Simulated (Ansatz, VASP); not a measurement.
One calculation of GeCl2, two programs

```xyz
3
Lattice="4.9429 0.0000 0.0000 -2.4715 4.2807 0.0000 0.0000 0.0000 3.6911" Properties=species:S:1:pos:R:3 pbc="T T T"
Ge    0.0000    0.0000    2.8681
Cl    0.0000    2.8538    2.7879
Cl    2.4715    1.4269    2.7879
```

Alike in both runs: task relaxation of cell and atoms; functional PBE; k mesh 6 × 6 × 6; occupations gaussian, width 0.1 eV; no spin polarisation.

|  | VASP | Ansatz |
| --- | --- | --- |
| version | VASP 6.6.1 | Ansatz 0.2.0 |
| potentials or method | VASP PAW PBE potentials, release 64 (Ge_d, Cl), cutoff 600 eV | scalar-relativistic, plane waves, PAW |
| valence electrons in the cell | 28 | 28 |

VASP gave:

- relaxed volume (Å³/atom): 37.45
- relaxed cell length with the largest relative difference (Å): 5.233

Q: What did Ansatz give for the same quantities?

A: Relaxed volume (Å³/atom): 34.08; relaxed cell length with the largest relative difference (Å): 4.974.

One of these differences is far larger than is usual between the two programs; its cause wasn't traced.

Noted on VASP's run: the volume moved by over 15 % at a fixed basis, so the end points are rough.
